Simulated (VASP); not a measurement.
# MgO (Amm2) in VASP: notebook

The runs below take MgO through single point, with PBE, PBE+D3(BJ).

Program: VASP 6.6.1. These are calculated values, not measurements. Logs are shortened: lines on timing, memory, paths and dates and some standing lists are left out, and cuts for length are marked.

### 1 The cell of the first run

It takes space group Amm2 (No. 38, orthorhombic). Conventional cell: a = 2.680 Å, b = 2.938 Å, c = 5.241 Å, α = 90.00°, β = 90.00°, γ = 90.00°. Within 2.9 Å of Mg (site symmetry mm2) lie 6 O at 2.17 to 2.20 Å and 2 Mg at 2.68 Å. Within 2.9 Å of O (site symmetry mm2) lie 6 Mg at 2.17 to 2.20 Å and 2 O at 2.68 Å.

### 2 Single point, PBE (strain +0.0300 x Voigt [0, 1, 0, 0, 0, 0])

File INCAR:

```
ALGO = Normal ; EDIFF = 1E-6
ENCUT = 520 ; GGA = PE
ISIF = 2 ; ISMEAR = 0
LASPH = T ; LCHARG = F
LREAL = F ; LWAVE = F
NBANDS = 11 ; NELM = 80
PREC = Accurate ; SIGMA = 0.05
```

File KPOINTS:

```
k-points
0
Gamma
  12 12 8
```

File POSCAR:

```
MgO
1.0
    2.9377244759      0.0000000000      0.0000000000
   -1.4688622380      2.6204683462      0.0000000000
    0.0000000000      0.0000000000      2.6797873418
Mg O
1 1
Direct
    0.0000000000      0.0000000000      0.0000000000
    0.3333333333      0.6666666667      0.5000000000
```

Potentials or basis: VASP PAW PBE potentials, release 64 (Mg, O).

Started as:

```sh
cat potpaw_PBE.64/Mg/POTCAR potpaw_PBE.64/O/POTCAR > POTCAR
mpirun -np 1 vasp_std > vasp.out
```

OUTCAR:

```text
EDIFF = 1E-6
   ENCUT = 520
   GGA = PE
   ISIF = 2
   ISMEAR = 0
   LASPH = T
   LREAL = F
   NELM = 80
   PREC = Accurate

 ion  position               nearest neighbor table
   1  0.000  0.000  0.000-   2 2.17   2 2.17   2 2.17   2 2.17   2 2.20   2 2.20
   2  0.333  0.667  0.500-   1 2.17   1 2.17   1 2.17   1 2.17   1 2.20   1 2.20

  LATTYP: Found a base centered orthorhombic cell.
 ALAT       =     2.9377244759
 B/A-ratio  =     1.7840123318
 C/A-ratio  =     0.9121983235

  Lattice vectors:

 A1 = (   1.4688622380,  -2.6204683462,   0.0000000000)
 A2 = (   1.4688622379,   2.6204683462,   0.0000000000)
 A3 = (   0.0000000000,   0.0000000000,   2.6797873418)

Analysis of symmetry for initial positions (statically):
=====================================================================
 Subroutine PRICEL returns:
 Original cell was already a primitive cell.

 Routine SETGRP: Setting up the symmetry group for a
 base centered orthorhombic supercell.

 Subroutine GETGRP returns: Found  4 space group operations
 (whereof  4 operations were pure point group operations)
 out of a pool of  8 trial point group operations.

The static configuration has the point symmetry C_2v.

Analysis of symmetry for dynamics (positions and initial velocities):
=====================================================================
 Subroutine PRICEL returns:
 Original cell was already a primitive cell.

 Routine SETGRP: Setting up the symmetry group for a
 base centered orthorhombic supercell.

 Subroutine GETGRP returns: Found  4 space group operations
 (whereof  4 operations were pure point group operations)
 out of a pool of  8 trial point group operations.

The dynamic configuration has the point symmetry C_2v.

 Subroutine INISYM returns: Found  4 space group operations
 (whereof  4 operations are pure point group operations),
 and found     1 'primitive' translations

----------------------------------------------------------------------------------------

                                     Primitive cell

  volume of cell :      20.6296

  direct lattice vectors                    reciprocal lattice vectors
     2.937724476  0.000000000  0.000000000     0.340399519  0.190805587  0.000000000
    -1.468862238  2.620468346  0.000000000     0.000000000  0.381611173  0.000000000
     0.000000000  0.000000000  2.679787342     0.000000000  0.000000000  0.373163939

  length of vectors
     2.937724476  3.004065683  2.679787342     0.390228913  0.381611173  0.373163939

  position of ions in fractional coordinates (direct lattice)
     0.000000000  0.000000000  0.000000000
     0.333333333  0.666666667  0.500000000

  ion indices of the primitive-cell ions
   primitive index   ion index
                 1           1
                 2           2

----------------------------------------------------------------------------------------

 KPOINTS: k-points

Automatic generation of k-mesh.
 Grid dimensions read from file:
 generate k-points for:   12   12    8

 Generating k-lattice:

  Cartesian coordinates                     Fractional coordinates (reciprocal lattice)
     0.028366627  0.015900466  0.000000000     0.083333333 -0.000000000  0.000000000
     0.000000000  0.031800931  0.000000000     0.000000000  0.083333333  0.000000000
     0.000000000  0.000000000  0.046645492     0.000000000  0.000000000  0.125000000

  Length of vectors
     0.032519076  0.031800931  0.046645492

  Shift w.r.t. Gamma in fractional coordinates (k-lattice)
     0.000000000  0.000000000  0.000000000

 Subroutine IBZKPT returns following result:
 ===========================================

 Found    215 irreducible k-points:

 Following reciprocal coordinates:
            Coordinates               Weight
  0.000000  0.000000  0.000000      1.000000
  0.083333 -0.000000  0.000000      4.000000
  0.166667  0.000000  0.000000      4.000000
  0.250000 -0.000000  0.000000      4.000000
  0.333333 -0.000000  0.000000      4.000000
  0.416667 -0.000000  0.000000      4.000000
[... 16 lines left out ...]
  0.333333  0.166667  0.000000      4.000000
  0.416667  0.166667  0.000000      4.000000
 [... further k-points ...]
   k-points           NKPTS =    215   k-points in BZ     NKDIM =    215   number of bands    NBANDS=     11
   number of dos      NEDOS =    301   number of ions     NIONS =      2
   total plane-waves  NPLWV =  11520
   dimension x,y,z NGX =    24 NGY =   24 NGZ =   20
   dimension x,y,z NGXF=    48 NGYF=   48 NGZF=   40
   ions per type =               1   1
   NGX,Y,Z   is equivalent  to a cutoff of  13.58, 13.28, 12.41 a.u.
   NGXF,Y,Z  is equivalent  to a cutoff of  27.16, 26.56, 24.81 a.u.
 SYSTEM =  unknown system
   PREC   = accura    normal or accurate (medium, high low for compatibility)
   ISTART =      0    job   : 0-new  1-cont  2-samecut
   ICHARG =      2    charge: 1-file 2-atom 10-const
   ISPIN  =      1    spin polarized calculation?
   LNONCOLLINEAR =      F non collinear calculations
   LSORBIT =      F    spin-orbit coupling
   LASPH  =      T    aspherical Exc in radial PAW
   ENCUT  =  520.0 eV  38.22 Ry    6.18 a.u.   5.46  5.59  4.98*2*pi/ulx,y,z
   NELM   =     80;   NELMIN=  2; NELMDL= -5     # of ELM steps
   EDIFF  = 0.1E-05   stopping-criterion for ELM
   LREAL  =      F    real-space projection
[... 7 lines left out ...]
   TEBEG  =    0.0;   TEEND  =   0.0 temperature during run
   PSTRESS=    0.0 pullay stress
   NELECT =       8.0000    total number of electrons
   NUPDOWN=      -1.0000    fix difference up-down
   EMIN   =  10.00;   EMAX   =-10.00  energy-range for DOS
   EFERMI =   0.00;   METHOD = LEGACY
   ISMEAR =     0;   SIGMA  =   0.05  broadening in eV -4-tet -1-fermi 0-gaus
   EFERMI_NEDOS =   21; number of points for ismear=-14 and -15
   IALGO  =     38    algorithm
   IMIX   =      4    mixing-type and parameters
     AMIX     =   0.40;   BMIX     =  1.00
     AMIX_MAG =   1.60;   BMIX_MAG =  1.00
  volume/ion in A,a.u.               =      10.31        69.61
  Fermi-wavevector in a.u.,A,eV,Ry     =   1.193827  2.256006 19.391334  1.425223
  Thomas-Fermi vector in A             =   2.329832
   LORBIT       =      0    0 simple, 1 ext, 2 COOP (PROOUT), +10 PAW based schemes
   GGA     = PE    functional components
   LHFCALC =     F    Hartree Fock is set to
   AEXX    =    0.0000 exact exchange contribution
   IVDW    =     0    specifies the selected vdW correction
   LEPSILON=     F    determine dielectric tensor
   LRPA    =     F    only Hartree local field effects (RPA)
 non-spin polarized calculation
 Gauss-broadening in eV      SIGMA  =   0.05
  energy-cutoff  :      520.00
  volume of cell :       20.63
 maximum number of plane-waves:       574
 NGX is ok and might be reduce to    24
   NGX = 11   NGY = 11   NGZ =  9

 number of electron       7.9999999 magnetization

 Free energy of the ion-electron system (eV)
  ---------------------------------------------------
  ext. energy  EPLUGINS =         0.00000000
  ---------------------------------------------------
  free energy    TOTEN  =       -11.21148596 eV

  energy without entropy =      -11.21148596  energy(sigma->0) =      -11.21148596

 E-fermi :   3.4704     XC(G=0): -10.5963

 val. band max:        3.1881435644   @ k =   0.3333   0.3333   0.0000
 cond. band min:       5.8824284170   @ k =   0.0000   0.0000   0.0000
 fundamental gap:      2.6942848526
 Fermi energy:         3.4703804720

 k-point     1 :       0.0000    0.0000    0.0000
  band No.  band energies     occupation
      1     -14.2060      2.00000
      2       2.3502      2.00000
      3       2.5127      2.00000
      4       2.8194      2.00000
      5       5.8824      0.00000
      6      14.9267      0.00000
      7      17.8978      0.00000
      8      18.5336      0.00000
      9      22.4811      0.00000
     10      23.7885      0.00000
     11      24.7900      0.00000

 k-point     2 :       0.0833   -0.0000    0.0000
  band No.  band energies     occupation
      1     -14.1482      2.00000
      2       1.9843      2.00000
      3       2.3474      2.00000
      4       2.8406      2.00000
      5       6.3513      0.00000
      6      14.8857      0.00000
      7      17.6006      0.00000
      8      18.3088      0.00000
      9      23.3625      0.00000
     10      23.6872      0.00000
     11      24.9625      0.00000

 k-point     3 :       0.1667    0.0000    0.0000
  band No.  band energies     occupation
      1     -13.9857      2.00000
      2       1.0156      2.00000
      3       2.1970      2.00000
      4       2.8993      2.00000
      5       7.3009      0.00000
      6      14.4941      0.00000
      7      16.9598      0.00000
      8      18.7126      0.00000
      9      23.3984      0.00000
     10      23.7419      0.00000
     11      25.5164      0.00000

 k-point     4 :       0.2500   -0.0000    0.0000
  band No.  band energies     occupation
      1     -13.7518      2.00000
      2      -0.0047      2.00000
      3       2.0117      2.00000
      4       2.9816      2.00000
      5       8.2619      0.00000
      6      13.7396      0.00000
      7      16.8779      0.00000
      8      19.2953      0.00000
      9      22.9756      0.00000
     10      23.5481      0.00000
     11      26.2922      0.00000

 k-point     5 :       0.3333   -0.0000    0.0000
  band No.  band energies     occupation
      1     -13.5017      2.00000
      2      -0.8687      2.00000
      3       1.8370      2.00000
      4       3.0664      2.00000
      5       8.9840      0.00000
      6      13.2363      0.00000
      7      16.7554      0.00000
      8      19.8043      0.00000
      9      22.5247      0.00000
     10      23.7649      0.00000
     11      27.6001      0.00000
[... 211 lines left out ...]
 k-point    21 :       0.1667    0.1667    0.0000
  band No.  band energies     occupation
      1     -13.6535      2.00000
      2      -0.2959      2.00000
      3       1.6788      2.00000
      4       3.0131      2.00000
      5       8.8995      0.00000
      6      13.5440      0.00000
      7      16.7617      0.00000
      8      19.4999      0.00000
      9      22.7643      0.00000
     10      24.4894      0.00000
     11      25.6041      0.00000

 k-point    22 :       0.2500    0.1667    0.0000
  band No.  band energies     occupation
      1     -13.4319      2.00000
      2      -0.8251      2.00000
      3       1.2154      2.00000
      4       3.0884      2.00000
      5       9.7296      0.00000
      6      13.2378      0.00000
      7      16.4348      0.00000
      8      20.0240      0.00000
      9      22.5067      0.00000
     10      24.5552      0.00000
     11      26.2357      0.00000

 k-point    23 :       0.3333    0.1667    0.0000
  band No.  band energies     occupation
      1     -13.2561      2.00000
      2      -1.1981      2.00000
      3       0.8919      2.00000
      4       3.1468      2.00000
      5      10.2429      0.00000
      6      13.2913      0.00000
      7      15.8745      0.00000
      8      20.6556      0.00000
      9      22.3382      0.00000
     10      24.5633      0.00000
     11      25.5261      0.00000

 k-point    24 :       0.4167    0.1667    0.0000
  band No.  band energies     occupation
      1     -13.1828      2.00000
      2      -1.3502      2.00000
      3       0.7921      2.00000
      4       3.1712      2.00000
      5      10.3949      0.00000
      6      13.3767      0.00000
      7      15.6093      0.00000
      8      20.8821      0.00000
      9      22.2858      0.00000
     10      24.5405      0.00000
     11      25.2859      0.00000

 [... further k-points ...]
[... 5 lines left out ...]
  --------------------------------------------------------------------------------------
  -------------------------------------------------------------------------------------
  Total       -0.3622895     -1.2390682      0.0257887      0.0000000      0.0000000      0.0000000
  in kB      -28.1368859    -96.2311078      2.0028523      0.0000000      0.0000000      0.0000000
  external PRESSURE =     -40.7883804 kB  Pullay stress =       0.0000000 kB

 VOLUME and BASIS-vectors are now :
 -----------------------------------------------------------------------------
  energy-cutoff  :      520.00
  volume of cell :       20.63
      direct lattice vectors                 reciprocal lattice vectors
     2.937724476  0.000000000  0.000000000     0.340399519  0.190805587  0.000000000
    -1.468862238  2.620468346  0.000000000     0.000000000  0.381611173  0.000000000
     0.000000000  0.000000000  2.679787342     0.000000000  0.000000000  0.373163939

 POSITION                                       TOTAL-FORCE (eV/Angst)
 -----------------------------------------------------------------------------------
      0.00000      0.00000      0.00000         0.000000     -0.021119      0.000000
     -0.00000      1.74698      1.33989        -0.000000      0.021119      0.000000
 -----------------------------------------------------------------------------------
    total drift:                                0.000000      0.000056     -0.000000

  FREE ENERGIE OF THE ION-ELECTRON SYSTEM (eV)
  ---------------------------------------------------
  free  energy   TOTEN  =       -11.2114859597 eV

  energy  without entropy=      -11.2114859597  energy(sigma->0) =      -11.21148596
```

Wall time 17 s (1 thread of Intel Xeon 6975P-C, shared host); peak memory 0.18 GiB.

Results:

| Item | Value |
| --- | --- |
| Free energy | -11.2115 eV |
| Pressure | -4.1 GPa |
| Largest force | 0.021 eV/Å |
| Band gap on the k mesh | 2.69 eV, indirect (least direct gap 3.06 eV) |

Forces on the atoms (eV/Å):
```
Mg   0.000 -0.021  0.000
O    0.000  0.021  0.000
```

Caveat: the cell differs from its parent crystal (strain +0.0300 x Voigt [0, 1, 0, 0, 0, 0]). A k mesh can miss the band edges.

### 3 Single point, PBE (strain +0.0450 x Voigt [0, 1, 0, 0, 0, 0])

File INCAR:

```
SYSTEM = MgO
PREC     = Accurate       ! precision mode
ENCUT    = 520            ! plane-wave cutoff, eV
EDIFF    = 1E-6           ! SCF threshold, eV
ISMEAR   = 0              ! smearing method
SIGMA    = 0.05           ! smearing width, eV
LREAL    = .FALSE.        ! projectors in reciprocal space
LASPH    = .TRUE.         ! aspherical terms in the spheres
NELM     = 80             ! most SCF steps
ALGO     = Normal         ! electronic algorithm
ISIF     = 2              ! what is computed and relaxed
LWAVE    = .FALSE.        ! write WAVECAR
LCHARG   = .FALSE.        ! write CHGCAR
GGA      = PE             ! functional
NBANDS   = 11             ! bands
```

File KPOINTS:

```
regular mesh
0
G
  12 12 8
  0 0 0
```

File POSCAR:

```
MgO
1.0
    2.9377244759      0.0000000000      0.0000000000
   -1.4688622380      2.6586305066      0.0000000000
    0.0000000000      0.0000000000      2.6797873418
Mg O
1 1
Direct
    0.0000000000      0.0000000000      0.0000000000
    0.3333333333      0.6666666667      0.5000000000
```

Potentials or basis: VASP PAW PBE potentials, release 64 (Mg, O).

Started as:

```sh
cat potpaw_PBE.64/Mg/POTCAR potpaw_PBE.64/O/POTCAR > POTCAR
mpirun -np 1 vasp_std > vasp.out
```

OUTCAR:

```text
SYSTEM = MgO
   PREC = Accurate
   ENCUT = 520
   EDIFF = 1E-6
   ISMEAR = 0
   LREAL = .FALSE.
   LASPH = .TRUE.
   NELM = 80
   ISIF = 2
   GGA = PE

 ion  position               nearest neighbor table
   1  0.000  0.000  0.000-   2 2.18   2 2.18   2 2.18   2 2.18   2 2.22   2 2.22
   2  0.333  0.667  0.500-   1 2.18   1 2.18   1 2.18   1 2.18   1 2.22   1 2.22

  LATTYP: Found a base centered orthorhombic cell.
 ALAT       =     2.9377244759
 B/A-ratio  =     1.8099930939
 C/A-ratio  =     0.9121983235

  Lattice vectors:

 A1 = (   1.4688622380,  -2.6586305066,   0.0000000000)
[... 517 lines left out ...]
      9      22.2300      0.00000
     10      24.2753      0.00000
     11      25.0840      0.00000

 [... further k-points ...]
[... 5 lines left out ...]
  --------------------------------------------------------------------------------------
  -------------------------------------------------------------------------------------
  Total       -0.4849525     -1.7886726      0.0936156      0.0000000      0.0000000      0.0000000
  in kB      -37.1227703   -136.9216300      7.1662047      0.0000000      0.0000000      0.0000000
  external PRESSURE =     -55.6260652 kB  Pullay stress =       0.0000000 kB

 VOLUME and BASIS-vectors are now :
 -----------------------------------------------------------------------------
  energy-cutoff  :      520.00
  volume of cell :       20.93
      direct lattice vectors                 reciprocal lattice vectors
     2.937724476  0.000000000  0.000000000     0.340399519  0.188066750  0.000000000
    -1.468862238  2.658630507  0.000000000     0.000000000  0.376133501  0.000000000
     0.000000000  0.000000000  2.679787342     0.000000000  0.000000000  0.373163939

 POSITION                                       TOTAL-FORCE (eV/Angst)
 -----------------------------------------------------------------------------------
      0.00000      0.00000      0.00000         0.000000     -0.047503      0.000000
     -0.00000      1.77242      1.33989        -0.000000      0.047503      0.000000
 -----------------------------------------------------------------------------------
    total drift:                                0.000000      0.000089     -0.000000

  FREE ENERGIE OF THE ION-ELECTRON SYSTEM (eV)
  ---------------------------------------------------
  free  energy   TOTEN  =       -11.1899268219 eV

  energy  without entropy=      -11.1899268219  energy(sigma->0) =      -11.18992682
```

OSZICAR:

```text
N       E                     dE             d eps       ncg     rms          rms(c)
DAV:   1     0.138037095344E+02    0.13804E+02   -0.44783E+03  5386   0.636E+02
DAV:   2    -0.123351481257E+02   -0.26139E+02   -0.25306E+02  5465   0.132E+02
DAV:   3    -0.129528493959E+02   -0.61770E+00   -0.61724E+00  5644   0.179E+01
DAV:   4    -0.129544990571E+02   -0.16497E-02   -0.16496E-02  5168   0.106E+00
DAV:   5    -0.129545051744E+02   -0.61174E-05   -0.61174E-05  5635   0.630E-02    0.737E+00
DAV:   6    -0.112461365039E+02    0.17084E+01   -0.10343E+01  4814   0.169E+01    0.251E+00
DAV:   7    -0.112088445165E+02    0.37292E-01   -0.97976E-02  5165   0.253E+00    0.140E+00
DAV:   8    -0.111904311969E+02    0.18413E-01   -0.43125E-02  4883   0.218E+00    0.289E-01
DAV:   9    -0.111900771370E+02    0.35406E-03   -0.29443E-04  5569   0.129E-01    0.213E-01
DAV:  10    -0.111899271719E+02    0.14997E-03   -0.84141E-04  4904   0.231E-01    0.156E-02
DAV:  11    -0.111899257095E+02    0.14624E-05   -0.16511E-05  5371   0.262E-02    0.773E-03
DAV:  12    -0.111899268621E+02   -0.11526E-05   -0.20290E-06  5041   0.108E-02    0.230E-03
DAV:  13    -0.111899268219E+02    0.40232E-07   -0.92657E-08  2488   0.251E-03
   1 F= -.11189927E+02 E0= -.11189927E+02  d E =-.301286E-16
```

Run time: 19 s. Hardware: 1 thread of Intel Xeon 6975P-C, shared host; peak memory 0.17 GiB.

What came out:

* Free energy: -11.1899 eV
* Pressure: -5.6 GPa
* Largest force: 0.048 eV/Å
* Band gap on the k mesh: 2.54 eV, indirect (least direct gap 2.89 eV)

Forces in eV/Å, atoms in the order of the input:
```
Mg   0.000 -0.048  0.000
O    0.000  0.048  0.000
```

Caveat: the cell differs from its parent crystal (strain +0.0450 x Voigt [0, 1, 0, 0, 0, 0]).

(Continued in part 2 of 4.)
